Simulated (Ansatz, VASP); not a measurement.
**Two plane-wave programs on W3O10**

INCAR

```
PREC = Accurate ; ENCUT = 520
EDIFF = 1E-6 ; ISMEAR = 0
SIGMA = 0.1 ; LREAL = F
LASPH = T ; NELM = 150
ALGO = Normal ; ISIF = 2
LWAVE = F ; LCHARG = T
ISPIN = 2 ; MAGMOM = -0.01 -0.01 -0.01 0.01 0.01 0.09 0.09 0.09 0.09 0.03 0.03 1.62 0
LORBIT = 11 ; LMAXMIX = 4
GGA = PE ; LELF = T
LVHAR = T ; NBANDS = 67
```

KPOINTS

```
regular mesh
0
Gamma
  4 4 4
```

File POSCAR:

```
W3O10
1.0
    0.0000000000      6.4590070000      3.8896550000
    3.7478100000      0.0000000000      3.8896550000
    3.7478100000      6.4590070000      0.0000000000
W O
3 10
Direct
    0.0171800000      0.0171800000      0.4828200000
    0.5171800000      0.5171800000      0.9828200000
    0.9518680000      0.9518680000      0.0481320000
    0.7215510000      0.2930670000      0.7069330000
    0.2930670000      0.7215510000      0.2784490000
    0.0695610000      0.9245750000      0.7175110000
    0.9245750000      0.0695610000      0.2883530000
    0.7116470000      0.2824890000      0.0754250000
    0.2824890000      0.7116470000      0.9304390000
    0.2561730000      0.2561730000      0.2438270000
    0.7561730000      0.7561730000      0.7438270000
    0.2409360000      0.2409360000      0.7590640000
    0.7276000000      0.7276000000      0.2724000000
```

Input for Ansatz:

```yaml
crystal:
  lattice:
    - [0.0, 6.459007, 3.889655]
    - [3.74781, 0.0, 3.889655]
    - [3.74781, 6.459007, 0.0]
  atoms:
    - { symbol: W, position: [0.01718, 0.01718, 0.48282] }
    - { symbol: W, position: [0.51718, 0.51718, 0.98282] }
    - { symbol: W, position: [0.951868, 0.951868, 0.048132] }
    - { symbol: O, position: [0.721551, 0.293067, 0.706933] }
    - { symbol: O, position: [0.293067, 0.721551, 0.278449] }
    - { symbol: O, position: [0.069561, 0.924575, 0.717511] }
    - { symbol: O, position: [0.924575, 0.069561, 0.288353] }
    - { symbol: O, position: [0.711647, 0.282489, 0.075425] }
    - { symbol: O, position: [0.282489, 0.711647, 0.930439] }
    - { symbol: O, position: [0.256173, 0.256173, 0.243827] }
    - { symbol: O, position: [0.756173, 0.756173, 0.743827] }
    - { symbol: O, position: [0.240936, 0.240936, 0.759064] }
    - { symbol: O, position: [0.7276, 0.7276, 0.2724] }
basis:
  ecutwfc: 420
kpoints:
  mp_grid: { grid: [4, 4, 4] }
hamiltonian:
  xc: pbe
scf:
  occupations: { method: gaussian, width: 0.1 }
  lower_state_search: "off"
output:
  forces: true
  stress: true
  eigenvalues: true
  populations: true
magnetization:
  spin_polarized: true
```

Alike in both runs: task single point; functional PBE; k mesh 4 × 4 × 4; occupations gaussian, width 0.1 eV; collinear spin.

|  | VASP | Ansatz |
| --- | --- | --- |
| version | VASP 6.6.1 | Ansatz 0.2.0 |
| potentials or method | VASP PAW PBE potentials, release 64 (W_sv, O), cutoff 520 eV | scalar-relativistic, plane waves, PAW |
| valence electrons in the cell | 102 | 102 |

|  | VASP | Ansatz | Ansatz less VASP |
| --- | --- | --- | --- |
| gap on the k mesh at the Fermi level (eV) | 0.15 | 0.15 | +0.003 |
| least direct gap on the mesh (eV) | 0.27 | 0.28 | +0.001 |
| pressure (GPa) | -4.7 | -6.1 | -1.37 |
| traceless stress, the component that is largest in VASP (GPa) | 0.21 | 0.31 | +0.106 |
| rms of the force components (eV/Å) | 0.327 | 0.437 | +0.1106 |
| net moment per atom (μB) | 0.15 | 0.15 | 0.000 |
| size of the moment on the site where the two differ most (μB) | 1.30 | 1.47 | +0.175 |

Site moments also hang on the region over which each program counts them. Atom by atom the forces differ by 0.118 eV/Å (rms over components). Ansatz's warnings: no starting moments.

Spin-orbit coupling is off throughout.
